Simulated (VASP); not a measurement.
# Ta2H3 (P4/mbm) in VASP: notebook

The runs below take Ta2H3 through relaxation of cell and atoms, single point, with PBE.

Everything below comes from runs of VASP 6.6.1. Logs are shortened: lines on timing, memory, paths and dates and some standing lists are left out, and cuts for length are marked.

### 1 The cell of the first run

Symmetry: P4/mbm, No. 127, tetragonal system. The conventional cell has a = 5.935 Å, b = 5.935 Å, c = 3.134 Å, α = 90.00°, β = 90.00°, γ = 90.00°. Within 2.6 Å of Ta (site symmetry m2m) lie 1 Ta at 1.97 Å and 8 H at 2.33 to 2.38 Å. Within 3.2 Å of H (site symmetry 4/m) lie 4 Ta at 2.38 Å and 10 H at 2.69 to 3.13 Å. Within 3.2 Å of H (site symmetry m2m) lie 6 Ta at 2.33 to 2.37 Å and 11 H at 2.69 to 3.13 Å.

### 2 Relaxation of cell and atoms, PBE

Contents of INCAR:

```
SYSTEM = Ta2H3
PREC = Accurate ; ENCUT = 600
EDIFF = 1E-7 ; ISMEAR = 0
SIGMA = 0.1 ; LREAL = .False.
LASPH = .True. ; NELM = 60
ALGO = Normal ; ISIF = 3
LWAVE = .False. ; LCHARG = .False.
GGA = PE ; IBRION = 2
NSW = 90 ; EDIFFG = -0.04
```

Contents of KPOINTS:

```
Automatic mesh
0
Gamma
  4 4 6
  0 0 0
```

Contents of POSCAR:

```
Ta2H3
1.0
    5.9354973063      0.0000000000      0.0000000000
    0.0000000000      5.9354973063      0.0000000000
    0.0000000000      0.0000000000      3.1339425777
Ta H
4 6
Direct
    0.3827000000      0.8827000000      0.0000000000
    0.1173000000      0.3827000000      0.0000000000
    0.6173000000      0.1173000000      0.0000000000
    0.8827000000      0.6173000000      0.0000000000
    0.0000000000      0.0000000000      0.0000000000
    0.5000000000      0.5000000000      0.0000000000
    0.1768000000      0.6768000000      0.5000000000
    0.3232000000      0.1768000000      0.5000000000
    0.8232000000      0.3232000000      0.5000000000
    0.6768000000      0.8232000000      0.5000000000
```

Potentials or basis: VASP PAW PBE potentials, release 64 (Ta_pv, H).

On the command line:

```sh
$ cat potpaw_PBE.64/Ta_pv/POTCAR potpaw_PBE.64/H/POTCAR > POTCAR
$ mpirun -np 1 vasp_std > vasp.out
```

OUTCAR:

```text
SYSTEM = Ta2H3
   PREC = Accurate
   ENCUT = 600
   EDIFF = 1E-7
   ISMEAR = 0
   LREAL = .False.
   LASPH = .True.
   NELM = 60
   ISIF = 3
   GGA = PE
   IBRION = 2
   NSW = 90
   EDIFFG = -0.04

 ion  position               nearest neighbor table
   1  0.383  0.883  0.000-   3 1.97   2 3.36   4 3.36   2 3.36   4 3.36
   2  0.117  0.383  0.000-   4 1.97   3 3.36   1 3.36   1 3.36   3 3.36
   3  0.617  0.117  0.000-   1 1.97   2 3.36   4 3.36   4 3.36   2 3.36
   4  0.883  0.617  0.000-   2 1.97   1 3.36   3 3.36   3 3.36   1 3.36
   5  0.000  0.000  0.000-
   6  0.500  0.500  0.000-
   7  0.177  0.677  0.500-
   8  0.323  0.177  0.500-
   9  0.823  0.323  0.500-
  10  0.677  0.823  0.500-

  LATTYP: Found a simple tetragonal cell.
 ALAT       =     5.9354973063
 C/A-ratio  =     0.5280000000

  Lattice vectors:

 A1 = (   5.9354973063,   0.0000000000,   0.0000000000)
 A2 = (   0.0000000000,   5.9354973063,   0.0000000000)
 A3 = (   0.0000000000,   0.0000000000,   3.1339425777)

Analysis of symmetry for initial positions (statically):
=====================================================================
 Subroutine PRICEL returns:
 Original cell was already a primitive cell.

 Routine SETGRP: Setting up the symmetry group for a
 simple tetragonal supercell.

 Subroutine GETGRP returns: Found 16 space group operations
 (whereof  8 operations were pure point group operations)
 out of a pool of 16 trial point group operations.

The static configuration has the point symmetry C_4h.
 The point group associated with its full space group is D_4h.

Analysis of symmetry for dynamics (positions and initial velocities):
=====================================================================
 Subroutine PRICEL returns:
 Original cell was already a primitive cell.

 Routine SETGRP: Setting up the symmetry group for a
 simple tetragonal supercell.

 Subroutine GETGRP returns: Found 16 space group operations
 (whereof  8 operations were pure point group operations)
 out of a pool of 16 trial point group operations.

The dynamic configuration has the point symmetry C_4h.
 The point group associated with its full space group is D_4h.

 Subroutine INISYM returns: Found 16 space group operations
 (whereof  8 operations are pure point group operations),
 and found     1 'primitive' translations

----------------------------------------------------------------------------------------

                                     Primitive cell

  volume of cell :     110.4092
[... 120 lines left out ...]
   EFERMI_NEDOS =   21; number of points for ismear=-14 and -15
   IALGO  =     38    algorithm
   IMIX   =      4    mixing-type and parameters
     AMIX     =   0.40;   BMIX     =  1.00
     AMIX_MAG =   1.60;   BMIX_MAG =  1.00
  volume/ion in A,a.u.               =      11.04        74.51
  Fermi-wavevector in a.u.,A,eV,Ry     =   1.257177  2.375720 21.503925  1.580494
  Thomas-Fermi vector in A             =   2.390849
   LORBIT       =      0    0 simple, 1 ext, 2 COOP (PROOUT), +10 PAW based schemes
   GGA     = PE    functional components
   LHFCALC =     F    Hartree Fock is set to
   AEXX    =    0.0000 exact exchange contribution
   IVDW    =     0    specifies the selected vdW correction
   LEPSILON=     F    determine dielectric tensor
   LRPA    =     F    only Hartree local field effects (RPA)
 conjugate gradient relaxation of ions
 non-spin polarized calculation
 Gauss-broadening in eV      SIGMA  =   0.10
  energy-cutoff  :      600.00
  volume of cell :      110.41
 maximum number of plane-waves:      3697
 NGX is ok and might be reduce to    48
   NGX = 23   NGY = 23   NGZ = 13

--------------------------------------- Ionic step        1  -------------------------------------------

 number of electron      50.0000004 magnetization

 Free energy of the ion-electron system (eV)
  ---------------------------------------------------
  ext. energy  EPLUGINS =         0.00000000
  ---------------------------------------------------
  free energy    TOTEN  =       -53.72468275 eV

  energy without entropy =      -53.69885863  energy(sigma->0) =      -53.71177069

------------------------ aborting loop because EDIFF is reached ----------------------------------------

  FORCE on cell =-STRESS in cart. coord.  units (eV):
  Direction    XX          YY          ZZ          XY          YZ          ZX
  --------------------------------------------------------------------------------------
  -------------------------------------------------------------------------------------
  Total       15.8876876     15.8876876     -4.8368719      0.0000000      0.0000000     -0.0000000
  in kB      230.5504711    230.5504711    -70.1891375      0.0000000      0.0000000     -0.0000000
  external PRESSURE =     130.3039349 kB  Pullay stress =       0.0000000 kB
[... 113 lines left out ...]
  FREE ENERGIE OF THE ION-ELECTRON SYSTEM (eV)
  ---------------------------------------------------
  free  energy   TOTEN  =       -61.5786853130 eV

  energy  without entropy=      -61.5343446706  energy(sigma->0) =      -61.55651499

 E-fermi :   3.7040     XC(G=0): -10.9144

 val. band max:        3.6954039894   @ k =   0.2500   0.0000   0.1667
 cond. band min:       3.7072940620   @ k =   0.5000   0.2500   0.5000
 fundamental gap:      0.0118900726
 Fermi energy:         3.7039995772

 k-point     1 :       0.0000    0.0000    0.0000
  band No.  band energies     occupation
      1     -31.4637      2.00000
      2     -31.3547      2.00000
      3     -31.3445      2.00000
      4     -31.3445      2.00000
      5     -31.2774      2.00000
      6     -31.1690      2.00000
[... 805 lines left out ...]
     30       4.6991      0.00000
     31       5.3969      0.00000

[... ionic steps 4 to 31 ...]

--------------------------------------- Ionic step       32  -------------------------------------------

 number of electron      50.0000005 magnetization

------------------------ aborting loop because EDIFF is reached ----------------------------------------
[... 83 lines left out ...]
--------------------------------------- Ionic step       34  -------------------------------------------

 number of electron      50.0000006 magnetization

 Free energy of the ion-electron system (eV)
  ---------------------------------------------------
  ext. energy  EPLUGINS =         0.00000000
  ---------------------------------------------------
  free energy    TOTEN  =       -64.41757873 eV

  energy without entropy =      -64.38660519  energy(sigma->0) =      -64.40209196

 E-fermi :   5.4797     XC(G=0): -11.9204

 val. band max:        5.4326484452   @ k =   0.2500   0.2500   0.5000
 cond. band min:       5.4814589762   @ k =   0.5000   0.2500   0.1667
 fundamental gap:      0.0488105311
 Fermi energy:         5.4796998118

 k-point     1 :       0.0000    0.0000    0.0000
  band No.  band energies     occupation
      1     -29.6998      2.00000
      2     -29.6931      2.00000
      3     -29.5821      2.00000
      4     -29.5821      2.00000
      5     -28.9550      2.00000
      6     -28.9550      2.00000
[... 842 lines left out ...]
  FREE ENERGIE OF THE ION-ELECTRON SYSTEM (eV)
  ---------------------------------------------------
  free  energy   TOTEN  =       -64.4175787277 eV

  energy  without entropy=      -64.3866051945  energy(sigma->0) =      -64.40209196

 reached required accuracy - stopping structural energy minimisation
```

OSZICAR:

```text
N       E                     dE             d eps       ncg     rms          rms(c)
DAV:   1     0.476432149759E+03    0.47643E+03   -0.29314E+04  1488   0.175E+03
DAV:   2    -0.316666820087E+02   -0.50810E+03   -0.49475E+03  1652   0.472E+02
DAV:   3    -0.554973380932E+02   -0.23831E+02   -0.22574E+02  2002   0.862E+01
DAV:   4    -0.560955484920E+02   -0.59821E+00   -0.58856E+00  1861   0.119E+01
[... 357 lines left out ...]
DAV:   2    -0.644176362288E+02   -0.17100E-03   -0.44494E-03  1579   0.480E-01    0.484E-02
DAV:   3    -0.644175784123E+02    0.57817E-04   -0.18814E-04  1957   0.766E-02    0.167E-02
DAV:   4    -0.644175780840E+02    0.32830E-06   -0.12961E-05  1799   0.181E-02    0.129E-02
DAV:   5    -0.644175786887E+02   -0.60466E-06   -0.11226E-06  1626   0.555E-03    0.185E-03
DAV:   6    -0.644175787277E+02   -0.39013E-07   -0.13535E-07  1192   0.201E-03
  34 F= -.64417579E+02 E0= -.64402092E+02  d E =-.734673E-03
```

Run time: 22 min. Hardware: 1 thread of AMD EPYC 9R45 (Zen 5), shared host; peak memory 0.28 GiB.

What came out:

| Quantity | Value |
| --- | --- |
| Free energy | -64.4176 eV |
| Relaxed volume | 9.42 Å³/atom |
| Relaxed cell | a = 5.757 Å, b = 5.757 Å, c = 2.843 Å, α = 90.00°, β = 90.00°, γ = 90.00° |
| Space group after relaxing (to 0.1 Å) | P4/mbm (No. 127) |
| Energy gained by relaxing | 1069.3 meV/atom |
| Ionic steps | 34 |
| Pressure after relaxing | 0.1 GPa |
| Largest force after relaxing | 0.024 eV/Å |
| Band gap on the k mesh | zero (bands 25 and 26 overlap by 1.43 eV) |

Forces in eV/Å, atoms in the order of the input:
```
Ta  -0.017 -0.017  0.000
Ta   0.017 -0.017  0.000
Ta   0.017  0.017  0.000
Ta  -0.017  0.017  0.000
H    0.000  0.000  0.000
H    0.000  0.000  0.000
H    0.006  0.006  0.000
H   -0.006  0.006  0.000
H   -0.006 -0.006  0.000
H    0.006 -0.006  0.000
```

Stress tensor (GPa, compression positive):
```
0.09 0.00 0.00
0.00 0.09 0.00
0.00 0.00 0.17
```

Step by step:
```csv
step,energy change (eV),largest force (eV/Å),pressure (GPa),volume (Å³)
1,0.0000,15.4832,13.03,110.41
2,-7.2045,0.7087,-18.33,125.00
3,-7.8540,0.0775,-21.49,117.42
4,-7.8959,0.0572,-21.25,117.11
5,-7.9284,0.9354,-19.89,115.93
6,-7.9447,0.5352,-20.52,116.39
7,-9.5255,0.7988,-0.48,96.43
8,-9.5255,0.7947,-0.58,96.49
9,-9.6471,0.7291,-0.01,95.54
10,-9.8513,0.7425,3.17,92.70
11,-9.9436,0.6045,1.37,93.30
12,-10.0979,0.5366,-3.42,95.10
13,-10.1099,0.4641,-4.97,95.79
14,-10.1994,0.3824,-3.13,94.33
15,-10.2743,0.3448,1.25,91.48
16,-10.3054,0.3769,0.36,91.91
17,-10.4130,0.6046,-1.73,93.20
18,-10.5479,0.4691,-4.36,95.75
19,-10.5689,0.4585,-3.91,95.63
20,-10.6215,0.3338,-2.53,95.28
21,-10.6335,0.0972,0.88,94.57
22,-10.6468,0.1292,-0.76,94.90
23,-10.6471,0.1039,-0.57,94.86
24,-10.6593,0.0931,-0.46,94.76
25,-10.6811,0.0929,-0.06,94.45
26,-10.6835,0.1172,0.16,94.30
27,-10.6848,0.1049,0.04,94.35
28,-10.6876,0.0682,-0.31,94.49
29,-10.6894,0.0824,-0.98,94.77
30,-10.6904,0.0759,-0.81,94.67
31,-10.6920,0.0560,-0.28,94.36
32,-10.6922,0.0477,-0.07,94.24
33,-10.6924,0.0418,-0.02,94.23
34,-10.6929,0.0235,0.11,94.22
```

Final structure:
```
CELL_PARAMETERS angstrom
5.75681 0.00000 0.00000
0.00000 5.75681 0.00000
0.00000 0.00000 2.84305
ATOMIC_POSITIONS crystal
Ta 0.28779 0.78779 0.00000
Ta 0.21221 0.28779 0.00000
Ta 0.71221 0.21221 0.00000
Ta 0.78779 0.71221 0.00000
H 0.00000 0.00000 0.00000
H 0.50000 0.50000 0.00000
H 0.11859 0.61859 0.50000
H 0.38141 0.11859 0.50000
H 0.88141 0.38141 0.50000
H 0.61859 0.88141 0.50000
```

Caveat: spin-orbit coupling is left out, which moves the levels of the heavy elements.

(Part 1 of 2 ends here.)

The gap in the log of VASP goes by the Fermi energy; the results here count the filled bands.